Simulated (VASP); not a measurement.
# WC (NiAs type) (P6_3/mmc) in VASP: a series of runs

WC (NiAs type) is run at these levels: PBE; tasks: single point, relaxation of shape and atoms at fixed volume.

Program: VASP 6.6.1. These are calculated values, not measurements. Logs are shortened: lines on timing, memory, paths and dates and some standing lists are left out, and cuts for length are marked.

## 1. The cell of the first run

Symmetry: P6_3/mmc, No. 194, hexagonal system. Conventional cell: a = 2.850 Å, b = 2.850 Å, c = 5.665 Å, α = 90.00°, β = 90.00°, γ = 120.00°. W (site symmetry -3m) has 6 C at 2.17 Å and 8 W at 2.83 to 2.85 Å within 2.9 Å. Within 2.9 Å of C (site symmetry -6m2) lie 6 W at 2.17 Å and 6 C at 2.85 Å.

## 2. Single point, PBE (volume scaled by 0.94)

INCAR reads:

```
SYSTEM = WC
PREC     = Accurate       ! precision mode
ENCUT    = 520            ! plane-wave cutoff, eV
EDIFF    = 1E-6           ! SCF threshold, eV
ISMEAR   = -1             ! smearing method
SIGMA    = 0.05           ! smearing width, eV
LREAL    = .False.        ! projectors in reciprocal space
LASPH    = .True.         ! aspherical terms in the spheres
NELM     = 80             ! most SCF steps
ALGO     = Normal         ! electronic algorithm
ISIF     = 2              ! what is computed and relaxed
LWAVE    = .False.        ! write WAVECAR
LCHARG   = .False.        ! write CHGCAR
GGA      = PE             ! functional
NBANDS   = 26             ! bands
```

KPOINTS reads:

```
regular mesh
0
Gamma
  10 10 6
  0 0 0
```

POSCAR reads:

```
WC
1.0
    2.8502585119      0.0000000000      0.0000000000
   -1.4251292559      2.4683962786      0.0000000000
    0.0000000000      0.0000000000      5.6649149174
W C
2 2
Direct
    0.0000000000      0.0000000000      0.0000000000
    0.0000000000      0.0000000000      0.5000000000
    0.3333333333      0.6666666667      0.2500000000
    0.6666666667      0.3333333333      0.7500000000
```

Potentials or basis: VASP PAW PBE potentials, release 64 (W_sv, C).

Launch:

```console
$ cat potpaw_PBE.64/W_sv/POTCAR potpaw_PBE.64/C/POTCAR > POTCAR
$ mpirun -np 1 vasp_std > vasp.out
```

OUTCAR:

```text
SYSTEM = WC
   PREC = Accurate
   ENCUT = 520
   EDIFF = 1E-6
   ISMEAR = -1
   LREAL = .False.
   LASPH = .True.
   NELM = 80
   ISIF = 2
   GGA = PE

 ion  position               nearest neighbor table
   1  0.000  0.000  0.000-   3 2.17   4 2.17   3 2.17   4 2.17   4 2.17   3 2.17   2 2.83   2 2.83

   2  0.000  0.000  0.500-   3 2.17   4 2.17   3 2.17   4 2.17   4 2.17   3 2.17   1 2.83   1 2.83

   3  0.333  0.667  0.250-   1 2.17   2 2.17   1 2.17   2 2.17   1 2.17   2 2.17
   4  0.667  0.333  0.750-   1 2.17   2 2.17   1 2.17   2 2.17   1 2.17   2 2.17

  LATTYP: Found a hexagonal cell.
 ALAT       =     2.8502585119
 C/A-ratio  =     1.9875091658

  Lattice vectors:

 A1 = (   2.8502585119,   0.0000000000,   0.0000000000)
 A2 = (  -1.4251292559,   2.4683962786,   0.0000000000)
 A3 = (   0.0000000000,   0.0000000000,   5.6649149174)

Analysis of symmetry for initial positions (statically):
=====================================================================
 Subroutine PRICEL returns:
 Original cell was already a primitive cell.

 Routine SETGRP: Setting up the symmetry group for a
 hexagonal supercell.

 Subroutine GETGRP returns: Found 24 space group operations
 (whereof 12 operations were pure point group operations)
 out of a pool of 24 trial point group operations.

The static configuration has the point symmetry D_3d.
 The point group associated with its full space group is D_6h.

Analysis of symmetry for dynamics (positions and initial velocities):
=====================================================================
 Subroutine PRICEL returns:
 Original cell was already a primitive cell.

 Routine SETGRP: Setting up the symmetry group for a
 hexagonal supercell.

 Subroutine GETGRP returns: Found 24 space group operations
 (whereof 12 operations were pure point group operations)
 out of a pool of 24 trial point group operations.

The dynamic configuration has the point symmetry D_3d.
 The point group associated with its full space group is D_6h.

 Subroutine INISYM returns: Found 24 space group operations
 (whereof 12 operations are pure point group operations),
 and found     1 'primitive' translations

----------------------------------------------------------------------------------------

[... 82 lines left out ...]
   dimension x,y,z NGXF=    48 NGYF=   48 NGZF=   84
   ions per type =               2   2
   NGX,Y,Z   is equivalent  to a cutoff of  14.00, 14.00, 12.33 a.u.
   NGXF,Y,Z  is equivalent  to a cutoff of  28.00, 28.00, 24.65 a.u.
 SYSTEM =  WC
   PREC   = accura    normal or accurate (medium, high low for compatibility)
   ISTART =      0    job   : 0-new  1-cont  2-samecut
   ICHARG =      2    charge: 1-file 2-atom 10-const
   ISPIN  =      1    spin polarized calculation?
   LNONCOLLINEAR =      F non collinear calculations
   LSORBIT =      F    spin-orbit coupling
   LASPH  =      T    aspherical Exc in radial PAW
   ENCUT  =  520.0 eV  38.22 Ry    6.18 a.u.   5.30  5.30 10.53*2*pi/ulx,y,z
   NELM   =     80;   NELMIN=  2; NELMDL= -5     # of ELM steps
   EDIFF  = 0.1E-05   stopping-criterion for ELM
   LREAL  =      F    real-space projection
   EDIFFG = 0.1E-04   stopping-criterion for IOM
   NSW    =      0    number of steps for IOM
   IBRION =     -1    ionic relax: 0-MD 1-quasi-New 2-CG
   NFREE  =      0    steps in history (QN), initial steepest desc. (CG)
   ISIF   =      2    stress and relaxation
   ISYM   =      2    0-nonsym 1-usesym 2-fastsym
   POTIM  = 0.5000    time-step for ionic-motion
   TEBEG  =    0.0;   TEEND  =   0.0 temperature during run
   PSTRESS=    0.0 pullay stress
   NELECT =      36.0000    total number of electrons
   NUPDOWN=      -1.0000    fix difference up-down
   EMIN   =  10.00;   EMAX   =-10.00  energy-range for DOS
   EFERMI =   0.00;   METHOD = LEGACY
   ISMEAR =    -1;   SIGMA  =   0.05  broadening in eV -4-tet -1-fermi 0-gaus
   EFERMI_NEDOS =   21; number of points for ismear=-14 and -15
   IALGO  =     38    algorithm
   IMIX   =      4    mixing-type and parameters
     AMIX     =   0.40;   BMIX     =  1.00
     AMIX_MAG =   1.60;   BMIX_MAG =  1.00
  volume/ion in A,a.u.               =       9.96        67.24
  Fermi-wavevector in a.u.,A,eV,Ry     =   1.582504  2.990499 34.073328  2.504319
  Thomas-Fermi vector in A             =   2.682417
   LORBIT       =      0    0 simple, 1 ext, 2 COOP (PROOUT), +10 PAW based schemes
   GGA     = PE    functional components
[... 5 lines left out ...]
 non-spin polarized calculation
  energy-cutoff  :      520.00
  volume of cell :       39.86
 maximum number of plane-waves:      1090
 NGX is ok and might be reduce to    24
   NGX = 11   NGY = 11   NGZ = 21

 number of electron      35.9999999 magnetization

 Free energy of the ion-electron system (eV)
  ---------------------------------------------------
  ext. energy  EPLUGINS =         0.00000000
  ---------------------------------------------------
  free energy    TOTEN  =       -43.87527168 eV

  energy without entropy =      -43.86681961  energy(sigma->0) =      -43.87104564

 E-fermi :  11.8650     XC(G=0): -14.0307

 val. band max:       11.8516181744   @ k =   0.1000   0.0000   0.1667
 cond. band min:      11.9100545754   @ k =   0.1000   0.0000   0.0000
 fundamental gap:      0.0584364009
 Fermi energy:        11.8649737609

 k-point     1 :       0.0000    0.0000    0.0000
  band No.  band energies     occupation
      1     -62.1716      2.00000
      2     -62.1292      2.00000
      3     -26.9323      2.00000
      4     -26.1541      2.00000
      5     -26.0461      2.00000
      6     -26.0461      2.00000
[... 685 lines left out ...]
     25      20.4337      0.00000
     26      20.8661      0.00000

 [... further k-points ...]
[... 5 lines left out ...]
  --------------------------------------------------------------------------------------
  -------------------------------------------------------------------------------------
  Total        6.8523674      6.8523674      6.8975873      0.0000000      0.0000000      0.0000000
  in kB      275.4600978    275.4600978    277.2779038      0.0000000      0.0000000      0.0000000
  external PRESSURE =     276.0660331 kB  Pullay stress =       0.0000000 kB

 VOLUME and BASIS-vectors are now :
 -----------------------------------------------------------------------------
  energy-cutoff  :      520.00
  volume of cell :       39.86
      direct lattice vectors                 reciprocal lattice vectors
     2.850258512  0.000000000  0.000000000     0.350845369  0.202560668  0.000000000
    -1.425129256  2.468396279  0.000000000     0.000000000  0.405121337  0.000000000
     0.000000000  0.000000000  5.664914917     0.000000000  0.000000000  0.176525158

 POSITION                                       TOTAL-FORCE (eV/Angst)
 -----------------------------------------------------------------------------------
      0.00000      0.00000      0.00000         0.000000      0.000000      0.000000
      0.00000      0.00000      2.83246         0.000000      0.000000      0.000000
     -0.00000      1.64560      1.41623        -0.000000     -0.000000     -0.000000
      1.42513      0.82280      4.24869         0.000000     -0.000000     -0.000000
 -----------------------------------------------------------------------------------
    total drift:                               -0.000000      0.000000      0.000000

  FREE ENERGIE OF THE ION-ELECTRON SYSTEM (eV)
  ---------------------------------------------------
  free  energy   TOTEN  =       -43.8752716773 eV

  energy  without entropy=      -43.8668196081  energy(sigma->0) =      -43.87104564
```

OSZICAR:

```text
N       E                     dE             d eps       ncg     rms          rms(c)
DAV:   1     0.346971697802E+03    0.34697E+03   -0.19528E+04  2912   0.158E+03
DAV:   2    -0.318810168051E+02   -0.37885E+03   -0.36782E+03  3166   0.467E+02
DAV:   3    -0.496851792586E+02   -0.17804E+02   -0.17492E+02  3522   0.962E+01
DAV:   4    -0.499648586229E+02   -0.27968E+00   -0.27865E+00  3396   0.120E+01
DAV:   5    -0.499675871526E+02   -0.27285E-02   -0.27238E-02  3564   0.127E+00    0.487E+01
DAV:   6    -0.440841678341E+02    0.58834E+01   -0.21176E+01  3298   0.321E+01    0.139E+01
DAV:   7    -0.439318510311E+02    0.15232E+00   -0.12171E+00  3306   0.693E+00    0.954E+00
DAV:   8    -0.438767127576E+02    0.55138E-01   -0.11785E-01  3394   0.261E+00    0.976E-01
DAV:   9    -0.438753546686E+02    0.13581E-02   -0.74427E-03  3274   0.505E-01    0.147E-01
DAV:  10    -0.438752850454E+02    0.69623E-04   -0.51823E-04  3334   0.228E-01    0.663E-02
DAV:  11    -0.438752726489E+02    0.12397E-04   -0.49047E-05  3300   0.515E-02    0.140E-02
DAV:  12    -0.438752715762E+02    0.10727E-05   -0.63588E-06  2910   0.170E-02    0.305E-03
DAV:  13    -0.438752716773E+02   -0.10114E-06   -0.25803E-07  1580   0.474E-03
   1 F= -.43875272E+02 E0= -.43871046E+02  d E =-.845207E-02
```

stdout:

```text
POSCAR found type information on POSCAR W C
 POSCAR found :  2 types and       4 ions
 scaLAPACK will be used
 LDA part: xc-table for (Slater+PW92), standard interpolation
 POSCAR, INCAR and KPOINTS ok, starting setup
 FFT: planning ... GRIDC
 FFT: planning ... GRID_SOFT
 FFT: planning ... GRID
 WAVECAR not read
 entering main loop
```

It took 19 s on 1 thread of Intel Xeon 6975P-C (Granite Rapids), shared host; peak memory 0.19 GiB.

What came out:

| Item | Value |
| --- | --- |
| Free energy | -43.8753 eV |
| Pressure | 27.6 GPa |
| Band gap on the k mesh | zero (band 18 reaches 12.26 eV, above the bottom of band 19 at 11.65 eV) |

Caveat: the cell differs from its parent crystal (volume scaled by 0.94); spin-orbit coupling is left out, which moves the levels of the heavy elements.

## 3. Single point, PBE

This run uses another cell than the first one, of 10.60 Å³/atom, 1.064 times its volume.

INCAR reads:

```
SYSTEM = WC
ALGO = Normal
EDIFF = 1E-6
ENCUT = 520
GGA = PE
ISIF = 2
ISMEAR = -1
LASPH = .True.
LCHARG = .False.
LREAL = .False.
LWAVE = .False.
NBANDS = 26
NELM = 60
PREC = Accurate
SIGMA = 0.05
```

KPOINTS reads:

```
k-points
0
Gamma
  10 10 6
  0 0 0
```

POSCAR reads:

```
WC
1.0
    2.9170763517      0.0000000000      0.0000000000
   -1.4585381759      2.5262622253      0.0000000000
    0.0000000000      0.0000000000      5.7535838605
W C
2 2
Direct
    0.0000000000      0.0000000000      0.0000000000
    0.0000000000      0.0000000000      0.5000000000
    0.3333333333      0.6666666667      0.2500000000
    0.6666666667      0.3333333333      0.7500000000
```

Potentials or basis: VASP PAW PBE potentials, release 64 (W_sv, C).

Launch:

```console
$ cat potpaw_PBE.64/W_sv/POTCAR potpaw_PBE.64/C/POTCAR > POTCAR
$ mpirun -np 1 vasp_std > vasp.out
```

Run time: 19 s. Hardware: 1 thread of Intel Xeon 6975P-C (Granite Rapids), shared host; peak memory 0.19 GiB.

The run converged. Its results:

```
Free energy            : -44.0924 eV
Pressure               : 1.0 GPa
Band gap on the k mesh : zero (band 18 reaches 11.41 eV, above the bottom of band 19 at 10.78 eV)
```

Stress tensor (GPa, compression positive):
```
0.96 0.00 0.00
0.00 0.96 0.00
0.00 0.00 1.10
```

Levels at points of the mesh, in eV from the Fermi level:
| k point | band 16 | band 17 | band 18 | band 19 | band 20 | band 21 |
| --- | --- | --- | --- | --- | --- | --- |
| (0.00, 0.00, 0.00) | -0.83 | -0.83 | -0.10 | -0.10 | 0.97 | 0.97 |
| (0.50, 0.00, 0.00) | -2.44 | -1.91 | -0.36 | 2.03 | 3.76 | 4.19 |
| (0.00, 0.00, 0.50) | -2.89 | 0.41 | 0.41 | 0.72 | 0.72 | 0.72 |
| (0.50, 0.00, 0.50) | -3.05 | -1.86 | -1.86 | 3.96 | 3.96 | 4.11 |

Caveat: spin-orbit coupling is left out, which moves the levels of the heavy elements.

## 4. Relaxation of shape and atoms at fixed volume, PBE

This run uses another cell than the first one, of 6.78 Å³/atom, 0.681 times its volume.

INCAR reads:

```
SYSTEM = WC
PREC     = Accurate       ! precision mode
ENCUT    = 600            ! plane-wave cutoff, eV
EDIFF    = 1E-6           ! SCF threshold, eV
ISMEAR   = -1             ! smearing method
SIGMA    = 0.05           ! smearing width, eV
LREAL    = .FALSE.        ! projectors in reciprocal space
LASPH    = .TRUE.         ! aspherical terms in the spheres
NELM     = 100            ! most SCF steps
ALGO     = Normal         ! electronic algorithm
ISIF     = 4              ! what is computed and relaxed
LWAVE    = .FALSE.        ! write WAVECAR
LCHARG   = .FALSE.        ! write CHGCAR
GGA      = PE             ! functional
IBRION   = 2              ! ionic algorithm
NSW      = 50             ! ionic steps
EDIFFG   = -0.005         ! ionic threshold
```

KPOINTS reads:

```
regular mesh
0
G
  10 10 6
  0 0 0
```

POSCAR reads:

```
WC
1.0
    2.5138601942      0.0000000000      0.0000000000
   -1.2569300971      2.1770667898      0.0000000000
    0.0000000000      0.0000000000      4.9582882644
W C
2 2
Direct
    0.0000000000      0.0000000000      0.0000000000
    0.0000000000      0.0000000000      0.5000000000
    0.3333333333      0.6666666667      0.2500000000
    0.6666666667      0.3333333333      0.7500000000
```

Launch:

```console
$ cat potpaw_PBE.64/W_sv/POTCAR potpaw_PBE.64/C/POTCAR > POTCAR
$ mpirun -np 1 vasp_std > vasp.out
```

Wall time 3.3 min (1 thread of AMD EPYC 7R13, shared host); peak memory 0.14 GiB.

The run converged. Its results:

```
Free energy               : -30.0818 eV
Energy gained by relaxing : 52.1 meV/atom
Ionic steps               : 4
Pressure after relaxing   : 428.9 GPa
Band gap on the k mesh    : zero (band 18 reaches 19.06 eV, above the bottom of band 19 at 17.84 eV)
```

Step by step:
```
step  energy change (eV)  largest force (eV/Å)  pressure (GPa)  volume (Å³)
   1              0.0000                0.0000          435.30        27.14
   2              0.5731                0.0000          421.46        27.14
   3             -0.2082                0.0000          428.65        27.14
   4             -0.2084                0.0000          428.86        27.14
```

Final structure:
```
W C
1.0
     2.47243    0.00000    0.00000
    -1.23622    2.14119    0.00000
     0.00000    0.00000    5.12583
W C
2 2
Direct
  0.00000 0.00000 0.00000
  0.00000 0.00000 0.50000
  0.33333 0.66667 0.25000
  0.66667 0.33333 0.75000
```

Levels at points of the mesh, in eV from the Fermi level:
```tsv
k point	band 15	band 16	band 17	band 18	band 19	band 20	band 21	band 22
(0.00, 0.00, 0.00)	-1.49	-1.49	-0.99	0.23	0.23	1.45	1.45	4.68
(0.50, 0.00, 0.00)	-4.43	-4.26	-0.96	0.22	3.48	7.91	8.47	8.67
(0.00, 0.00, 0.50)	-4.19	-4.19	0.16	0.16	1.55	1.55	1.55	1.55
(0.50, 0.00, 0.50)	-4.28	-4.28	-1.98	-1.98	6.74	6.74	8.17	8.17
```

Caveat: spin-orbit coupling is left out, which moves the levels of the heavy elements.

## 5. The runs side by side

| task | cell | cutoff (eV) | gap on the mesh (eV) | pressure (GPa) |
| --- | --- | --- | --- | --- |
| single point | a = 2.850, b = 2.850, c = 5.665 Å, angles 90.0, 90.0, 120.0°, 4 atoms | 520 | none | 27.6 |
| single point | a = 2.917, b = 2.917, c = 5.754 Å, angles 90.0, 90.0, 120.0°, 4 atoms | 520 | none | 1.0 |
| relaxation of shape and atoms at fixed volume | relaxed from a = 2.514, b = 2.514, c = 4.958 Å, angles 90.0, 90.0, 120.0°, 4 atoms | 600 | none | 428.9 |

Alike in all rows: level PBE; potentials or basis VASP PAW PBE potentials, release 64 (W_sv, C); no spin polarisation; k mesh 10 × 10 × 6; smearing fermi-dirac 0.05 eV.

Caveats: spin-orbit coupling is left out, which moves the levels of the heavy elements.

Absolute energies hang on the potentials; compare differences alone.
